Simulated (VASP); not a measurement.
# SrTl (Pm-3m) in VASP: notebook

Runs on SrTl. Level: LDA. Tasks: single point, relaxation of cell and atoms.

All numbers are computed with VASP 6.6.1; they aren't measurements. Logs are shortened: lines on timing, memory, paths and dates and some standing lists are left out, and cuts for length are marked.

**1. The cell of the first run**

The structure is cubic, space group Pm-3m (No. 221). The conventional cell has a = 3.955 Å, b = 3.955 Å, c = 3.955 Å, α = 90.00°, β = 90.00°, γ = 90.00°. Within 4.5 Å of Sr (site symmetry m-3m) lie 8 Tl at 3.43 Å and 6 Sr at 3.96 Å. Within 4.5 Å of Tl (site symmetry m-3m) lie 8 Sr at 3.43 Å and 6 Tl at 3.96 Å.

**2. Single point, LDA**

INCAR

```
PREC = Accurate ; ENCUT = 520
EDIFF = 1E-6 ; ISMEAR = -1
SIGMA = 0.15 ; LREAL = False
LASPH = True ; NELM = 60
ALGO = Normal ; ISIF = 2
LWAVE = False ; LCHARG = False
NBANDS = 18
```

KPOINTS

```
Automatic mesh
0
Gamma
  10 10 10
```

POSCAR

```
SrTl
1.0
    3.9553384980      0.0000000000      0.0000000000
    0.0000000000      3.9553384980      0.0000000000
    0.0000000000      0.0000000000      3.9553384980
Sr Tl
1 1
Direct
    0.0000000000      0.0000000000      0.0000000000
    0.5000000000      0.5000000000      0.5000000000
```

Potentials or basis: VASP PAW LDA potentials, release 64 (Sr_sv, Tl_d).

Command:

```console
$ cat potpaw_LDA.64/Sr_sv/POTCAR potpaw_LDA.64/Tl_d/POTCAR > POTCAR
$ mpirun -np 1 vasp_std > vasp.out
```

OUTCAR:

```text
PREC = Accurate
   ENCUT = 520
   EDIFF = 1E-6
   ISMEAR = -1
   LREAL = False
   LASPH = True
   NELM = 60
   ISIF = 2

 ion  position               nearest neighbor table
   1  0.000  0.000  0.000-   2 3.43   2 3.43   2 3.43   2 3.43   2 3.43   2 3.43   2 3.43   2 3.43

   2  0.500  0.500  0.500-   1 3.43   1 3.43   1 3.43   1 3.43   1 3.43   1 3.43   1 3.43   1 3.43

  LATTYP: Found a simple cubic cell.
 ALAT       =     3.9553384980

  Lattice vectors:

 A1 = (   3.9553384980,   0.0000000000,   0.0000000000)
 A2 = (   0.0000000000,   3.9553384980,   0.0000000000)
 A3 = (   0.0000000000,   0.0000000000,   3.9553384980)

Analysis of symmetry for initial positions (statically):
=====================================================================
 Subroutine PRICEL returns:
 Original cell was already a primitive cell.

 Routine SETGRP: Setting up the symmetry group for a
 simple cubic supercell.

 Subroutine GETGRP returns: Found 48 space group operations
 (whereof 48 operations were pure point group operations)
 out of a pool of 48 trial point group operations.

The static configuration has the point symmetry O_h .

Analysis of symmetry for dynamics (positions and initial velocities):
=====================================================================
 Subroutine PRICEL returns:
 Original cell was already a primitive cell.

 Routine SETGRP: Setting up the symmetry group for a
 simple cubic supercell.

 Subroutine GETGRP returns: Found 48 space group operations
 (whereof 48 operations were pure point group operations)
 out of a pool of 48 trial point group operations.

The dynamic configuration has the point symmetry O_h .

 Subroutine INISYM returns: Found 48 space group operations
 (whereof 48 operations are pure point group operations),
 and found     1 'primitive' translations

----------------------------------------------------------------------------------------

                                     Primitive cell

  volume of cell :      61.8801

  direct lattice vectors                    reciprocal lattice vectors
     3.955338498  0.000000000  0.000000000     0.252822862  0.000000000  0.000000000
     0.000000000  3.955338498  0.000000000     0.000000000  0.252822862  0.000000000
     0.000000000  0.000000000  3.955338498     0.000000000  0.000000000  0.252822862

  length of vectors
     3.955338498  3.955338498  3.955338498     0.252822862  0.252822862  0.252822862

  position of ions in fractional coordinates (direct lattice)
     0.000000000  0.000000000  0.000000000
     0.500000000  0.500000000  0.500000000

  ion indices of the primitive-cell ions
   primitive index   ion index
                 1           1
                 2           2

----------------------------------------------------------------------------------------

 KPOINTS: Automatic mesh

Automatic generation of k-mesh.
 Grid dimensions read from file:
 generate k-points for:   10   10   10

 Generating k-lattice:

  Cartesian coordinates                     Fractional coordinates (reciprocal lattice)
     0.025282286  0.000000000  0.000000000     0.100000000  0.000000000  0.000000000
     0.000000000  0.025282286  0.000000000     0.000000000  0.100000000  0.000000000
     0.000000000  0.000000000  0.025282286     0.000000000  0.000000000  0.100000000

  Length of vectors
     0.025282286  0.025282286  0.025282286

  Shift w.r.t. Gamma in fractional coordinates (k-lattice)
     0.000000000  0.000000000  0.000000000

 Subroutine IBZKPT returns following result:
 ===========================================

 Found     56 irreducible k-points:

 Following reciprocal coordinates:
            Coordinates               Weight
  0.000000  0.000000  0.000000      1.000000
  0.100000  0.000000  0.000000      6.000000
  0.200000  0.000000  0.000000      6.000000
  0.300000  0.000000  0.000000      6.000000
  0.400000  0.000000  0.000000      6.000000
  0.500000  0.000000  0.000000      3.000000
[... 16 lines left out ...]
  0.200000  0.100000  0.100000     24.000000
  0.300000  0.100000  0.100000     24.000000
 [... further k-points ...]
   k-points           NKPTS =     56   k-points in BZ     NKDIM =     56   number of bands    NBANDS=     18
   number of dos      NEDOS =    301   number of ions     NIONS =      2
   total plane-waves  NPLWV =  27000
   dimension x,y,z NGX =    30 NGY =   30 NGZ =   30
   dimension x,y,z NGXF=    60 NGYF=   60 NGZF=   60
   ions per type =               1   1
   NGX,Y,Z   is equivalent  to a cutoff of  12.61, 12.61, 12.61 a.u.
   NGXF,Y,Z  is equivalent  to a cutoff of  25.22, 25.22, 25.22 a.u.
 SYSTEM =  unknown system
   PREC   = accura    normal or accurate (medium, high low for compatibility)
   ISTART =      0    job   : 0-new  1-cont  2-samecut
   ICHARG =      2    charge: 1-file 2-atom 10-const
   ISPIN  =      1    spin polarized calculation?
   LNONCOLLINEAR =      F non collinear calculations
   LSORBIT =      F    spin-orbit coupling
   LASPH  =      T    aspherical Exc in radial PAW
   ENCUT  =  520.0 eV  38.22 Ry    6.18 a.u.   7.35  7.35  7.35*2*pi/ulx,y,z
   NELM   =     60;   NELMIN=  2; NELMDL= -5     # of ELM steps
   EDIFF  = 0.1E-05   stopping-criterion for ELM
   LREAL  =      F    real-space projection
   EDIFFG = 0.1E-04   stopping-criterion for IOM
   NSW    =      0    number of steps for IOM
   IBRION =     -1    ionic relax: 0-MD 1-quasi-New 2-CG
   NFREE  =      0    steps in history (QN), initial steepest desc. (CG)
   ISIF   =      2    stress and relaxation
   ISYM   =      2    0-nonsym 1-usesym 2-fastsym
   POTIM  = 0.5000    time-step for ionic-motion
   TEBEG  =    0.0;   TEEND  =   0.0 temperature during run
   PSTRESS=    0.0 pullay stress
   NELECT =      23.0000    total number of electrons
   NUPDOWN=      -1.0000    fix difference up-down
   EMIN   =  10.00;   EMAX   =-10.00  energy-range for DOS
   EFERMI =   0.00;   METHOD = LEGACY
   ISMEAR =    -1;   SIGMA  =   0.15  broadening in eV -4-tet -1-fermi 0-gaus
   EFERMI_NEDOS =   21; number of points for ismear=-14 and -15
   IALGO  =     38    algorithm
   IMIX   =      4    mixing-type and parameters
     AMIX     =   0.40;   BMIX     =  1.00
     AMIX_MAG =   1.60;   BMIX_MAG =  1.00
  volume/ion in A,a.u.               =      30.94       208.79
  Fermi-wavevector in a.u.,A,eV,Ry     =   1.177065  2.224330 18.850628  1.385482
  Thomas-Fermi vector in A             =   2.313418
   LORBIT       =      0    0 simple, 1 ext, 2 COOP (PROOUT), +10 PAW based schemes
   GGA     = CA    functional components
   LHFCALC =     F    Hartree Fock is set to
   AEXX    =    0.0000 exact exchange contribution
   IVDW    =     0    specifies the selected vdW correction
   LEPSILON=     F    determine dielectric tensor
   LRPA    =     F    only Hartree local field effects (RPA)
 non-spin polarized calculation
  energy-cutoff  :      520.00
  volume of cell :       61.88
 maximum number of plane-waves:      1743
 NGX is ok and might be reduce to    30
   NGX = 15   NGY = 15   NGZ = 15

 number of electron      23.0000002 magnetization

 Free energy of the ion-electron system (eV)
  ---------------------------------------------------
  ext. energy  EPLUGINS =         0.00000000
  ---------------------------------------------------
  free energy    TOTEN  =        -5.92375430 eV

  energy without entropy =       -5.84039998  energy(sigma->0) =       -5.88207714

 E-fermi :   4.6451     XC(G=0):  -9.8414

 val. band max:        4.6398151797   @ k =   0.5000   0.5000   0.3000
 cond. band min:       4.7578820001   @ k =   0.3000   0.3000   0.3000
 fundamental gap:      0.1180668204
 Fermi energy:         4.6451239304

 k-point     1 :       0.0000    0.0000    0.0000
  band No.  band energies     occupation
      1     -30.8522      2.00000
      2     -12.9049      2.00000
      3     -12.9049      2.00000
      4     -12.9049      2.00000
      5      -6.8826      2.00000
      6      -6.8826      2.00000
[... 10 lines left out ...]
     17       9.8699      0.00000
     18       9.8699      0.00000

 k-point     2 :       0.1000    0.0000    0.0000
  band No.  band energies     occupation
      1     -30.8507      2.00000
      2     -12.9341      2.00000
      3     -12.9034      2.00000
      4     -12.9034      2.00000
      5      -6.8805      2.00000
      6      -6.8643      2.00000
[... 10 lines left out ...]
     17      10.1489      0.00000
     18      10.1505      0.00000

 k-point     3 :       0.2000    0.0000    0.0000
  band No.  band energies     occupation
      1     -30.8469      2.00000
      2     -13.0093      2.00000
      3     -12.8996      2.00000
      4     -12.8996      2.00000
      5      -6.8750      2.00000
      6      -6.8168      2.00000
[... 10 lines left out ...]
     17      10.7998      0.00000
     18      10.7998      0.00000

 k-point     4 :       0.3000    0.0000    0.0000
  band No.  band energies     occupation
      1     -30.8421      2.00000
      2     -13.0998      2.00000
      3     -12.8949      2.00000
      4     -12.8949      2.00000
      5      -6.8683      2.00000
      6      -6.7582      2.00000
[... 10 lines left out ...]
     17      11.6458      0.00000
     18      11.6458      0.00000

 k-point     5 :       0.4000    0.0000    0.0000
  band No.  band energies     occupation
      1     -30.8383      2.00000
      2     -13.1712      2.00000
      3     -12.8911      2.00000
      4     -12.8911      2.00000
      5      -6.8629      2.00000
      6      -6.7552      2.00000
[... 10 lines left out ...]
     17      11.9897      0.00000
     18      12.2272      0.00000

 k-point     6 :       0.5000    0.0000    0.0000
  band No.  band energies     occupation
      1     -30.8368      2.00000
      2     -13.1980      2.00000
      3     -12.8896      2.00000
      4     -12.8896      2.00000
      5      -6.8608      2.00000
      6      -6.7571      2.00000
[... 10 lines left out ...]
     17      11.4441      0.00000
     18      11.7948      0.00000

 k-point     7 :       0.1000    0.1000    0.0000
  band No.  band energies     occupation
      1     -30.8492      2.00000
      2     -12.9369      2.00000
      3     -12.9274      2.00000
      4     -12.9018      2.00000
      5      -6.8706      2.00000
      6      -6.8542      2.00000
[... 10 lines left out ...]
     17       9.6820      0.00000
     18      10.5348      0.00000

 k-point     8 :       0.2000    0.1000    0.0000
  band No.  band energies     occupation
      1     -30.8454      2.00000
      2     -13.0067      2.00000
      3     -12.9262      2.00000
      4     -12.8975      2.00000
      5      -6.8628      2.00000
      6      -6.8099      2.00000
[... 10 lines left out ...]
     17      10.0150      0.00000
     18      11.1452      0.00000
[... 229 lines left out ...]
     17      10.6127      0.00000
     18      10.6600      0.00000

 k-point    20 :       0.5000    0.4000    0.0000
  band No.  band energies     occupation
      1     -30.8240      2.00000
      2     -13.1380      2.00000
      3     -13.1091      2.00000
      4     -12.8579      2.00000
      5      -6.8698      2.00000
      6      -6.7960      2.00000
[... 10 lines left out ...]
     17      10.2380      0.00000
     18      10.7910      0.00000

 k-point    21 :       0.5000    0.5000    0.0000
  band No.  band energies     occupation
      1     -30.8227      2.00000
      2     -13.1316      2.00000
      3     -13.1316      2.00000
      4     -12.8546      2.00000
      5      -6.8809      2.00000
      6      -6.8001      2.00000
[... 10 lines left out ...]
     17       9.6014      0.00000
     18      11.1341      0.00000

 k-point    22 :       0.1000    0.1000    0.1000
  band No.  band energies     occupation
      1     -30.8478      2.00000
      2     -12.9384      2.00000
      3     -12.9259      2.00000
      4     -12.9259      2.00000
      5      -6.8526      2.00000
      6      -6.8526      2.00000
[... 10 lines left out ...]
     17      10.0688      0.00000
     18      10.0688      0.00000

 k-point    23 :       0.2000    0.1000    0.1000
  band No.  band energies     occupation
      1     -30.8440      2.00000
      2     -13.0039      2.00000
      3     -12.9261      2.00000
      4     -12.9219      2.00000
      5      -6.8482      2.00000
      6      -6.8054      2.00000
[... 10 lines left out ...]
     17      10.3578      0.00000
     18      10.8477      0.00000

 k-point    24 :       0.3000    0.1000    0.1000
  band No.  band energies     occupation
      1     -30.8394      2.00000
      2     -13.0910      2.00000
      3     -12.9182      2.00000
      4     -12.9169      2.00000
      5      -6.8429      2.00000
      6      -6.7685      2.00000
[... 10 lines left out ...]
     17      10.7343      0.00000
     18      11.7261      0.00000

 [... further k-points ...]

------------------------ aborting loop because EDIFF is reached ----------------------------------------

  FORCE on cell =-STRESS in cart. coord.  units (eV):
  Direction    XX          YY          ZZ          XY          YZ          ZX
  --------------------------------------------------------------------------------------
  -------------------------------------------------------------------------------------
  Total        0.0468361      0.0468361      0.0468361     -0.0000000     -0.0000000     -0.0000000
  in kB        1.2126632      1.2126632      1.2126632     -0.0000000     -0.0000000     -0.0000000
  external PRESSURE =       1.2126632 kB  Pullay stress =       0.0000000 kB

 VOLUME and BASIS-vectors are now :
 -----------------------------------------------------------------------------
  energy-cutoff  :      520.00
  volume of cell :       61.88
      direct lattice vectors                 reciprocal lattice vectors
     3.955338498  0.000000000  0.000000000     0.252822862  0.000000000  0.000000000
     0.000000000  3.955338498  0.000000000     0.000000000  0.252822862  0.000000000
     0.000000000  0.000000000  3.955338498     0.000000000  0.000000000  0.252822862

 POSITION                                       TOTAL-FORCE (eV/Angst)
 -----------------------------------------------------------------------------------
      0.00000      0.00000      0.00000         0.000000      0.000000      0.000000
      1.97767      1.97767      1.97767         0.000000      0.000000      0.000000
 -----------------------------------------------------------------------------------
    total drift:                                0.000000      0.000000      0.000000

  FREE ENERGIE OF THE ION-ELECTRON SYSTEM (eV)
  ---------------------------------------------------
  free  energy   TOTEN  =        -5.9237543049 eV

  energy  without entropy=       -5.8403999822  energy(sigma->0) =       -5.88207714
```

It took 68 s on 1 thread of Intel Xeon 8259CL, shared host; peak memory 0.2 GiB.

Results:

- Free energy: -5.9238 eV
- Pressure: 0.1 GPa
- Band gap on the k mesh: zero (an odd number of electrons rules out a gap without spin polarisation)

Levels at points of the mesh, in eV from the Fermi level:
| k point | band 8 | band 9 | band 10 | band 11 | band 12 | band 13 | band 14 | band 15 |
| --- | --- | --- | --- | --- | --- | --- | --- | --- |
| (0.00, 0.00, 0.00) | -11.38 | -11.38 | -8.13 | 1.19 | 1.19 | 3.03 | 3.03 | 3.03 |
| (0.50, 0.00, 0.00) | -11.37 | -11.34 | -6.45 | -3.12 | 1.52 | 1.58 | 1.58 | 5.19 |
| (0.50, 0.50, 0.00) | -11.44 | -11.23 | -6.09 | -0.81 | -0.81 | 0.99 | 3.80 | 3.80 |
| (0.50, 0.50, 0.50) | -11.23 | -11.23 | -4.67 | -1.61 | -1.61 | -1.61 | 4.72 | 4.72 |

Caveat: spin-orbit coupling is left out, which moves the levels of the heavy elements.

**3. Relaxation of cell and atoms, LDA**

INCAR

```
SYSTEM = SrTl
ALGO = Normal
EDIFF = 1E-7
EDIFFG = -0.001
ENCUT = 600
GGA = CA
IBRION = 2
ISIF = 3
ISMEAR = -1
LASPH = .True.
LCHARG = .False.
LREAL = .False.
LWAVE = .False.
NELM = 80
NSW = 80
PREC = Accurate
SIGMA = 0.15
```

KPOINTS

```
k-points
0
Gamma
  10 10 10
  0 0 0
```

POSCAR

```
SrTl
1.0
    3.9541334156      0.0000000000      0.0000000000
    0.0000000000      3.9541334156      0.0000000000
    0.0000000000      0.0000000000      3.9541334156
Sr Tl
1 1
Direct
    0.0000000000      0.0000000000      0.0000000000
    0.5000000000      0.5000000000      0.5000000000
```

Potentials or basis: VASP PAW LDA potentials, release 64 (Sr_sv, Tl_d).

Command:

```console
$ cat potpaw_LDA.64/Sr_sv/POTCAR potpaw_LDA.64/Tl_d/POTCAR > POTCAR
$ mpirun -np 1 vasp_std > vasp.out
```

Run time: 2.6 min. Hardware: 1 thread of Intel Xeon 8259CL, shared host; peak memory 0.21 GiB.

Results (log left out):

| Item | Value |
| --- | --- |
| Free energy | -5.9239 eV |
| Relaxed volume | 31.07 Å³/atom |
| Relaxed cell | a = 3.961 Å, b = 3.961 Å, c = 3.961 Å, α = 90.00°, β = 90.00°, γ = 90.00° |
| Space group after relaxing (to 0.1 Å) | Pm-3m (No. 221) |
| Energy gained by relaxing | 0.1 meV/atom |
| Ionic steps | 5 |
| Pressure after relaxing | 0.0 GPa |
| Band gap on the k mesh | zero (an odd number of electrons rules out a gap without spin polarisation) |

Step by step:
| step | energy change (eV) | largest force (eV/Å) | pressure (GPa) | volume (Å³) |
| --- | --- | --- | --- | --- |
| 1 | 0.0000 | 0.0000 | 0.18 | 61.82 |
| 2 | -0.0002 | 0.0000 | 0.01 | 62.14 |
| 3 | -0.0002 | 0.0000 | -0.01 | 62.15 |
| 4 | -0.0002 | 0.0000 | -0.01 | 62.15 |
| 5 | -0.0002 | 0.0000 | 0.00 | 62.14 |

Final structure:
```cif
data_structure
_symmetry_space_group_name_H-M 'P 1'
_symmetry_Int_Tables_number 1
_cell_length_a 3.9608
_cell_length_b 3.9608
_cell_length_c 3.9608
_cell_angle_alpha 90.000
_cell_angle_beta 90.000
_cell_angle_gamma 90.000
_cell_volume 62.14
loop_
_atom_site_label
_atom_site_type_symbol
_atom_site_fract_x
_atom_site_fract_y
_atom_site_fract_z
_atom_site_occupancy
Sr1 Sr 0.00000 0.00000 0.00000 1
Tl1 Tl 0.50000 0.50000 0.50000 1
```

Levels at points of the mesh, in eV from the Fermi level:
| k point | band 9 | band 10 | band 11 | band 12 | band 13 | band 14 |
| --- | --- | --- | --- | --- | --- | --- |
| (0.00, 0.00, 0.00) | -11.38 | -8.12 | 1.19 | 1.19 | 3.02 | 3.02 |
| (0.50, 0.00, 0.00) | -11.33 | -6.44 | -3.11 | 1.53 | 1.58 | 1.58 |
| (0.50, 0.50, 0.00) | -11.23 | -6.08 | -0.81 | -0.81 | 0.99 | 3.79 |
| (0.50, 0.50, 0.50) | -11.22 | -4.67 | -1.60 | -1.60 | -1.60 | 4.69 |

Caveat: spin-orbit coupling is left out, which moves the levels of the heavy elements.

The gap in the log of VASP goes by the Fermi energy; the results here count the filled bands.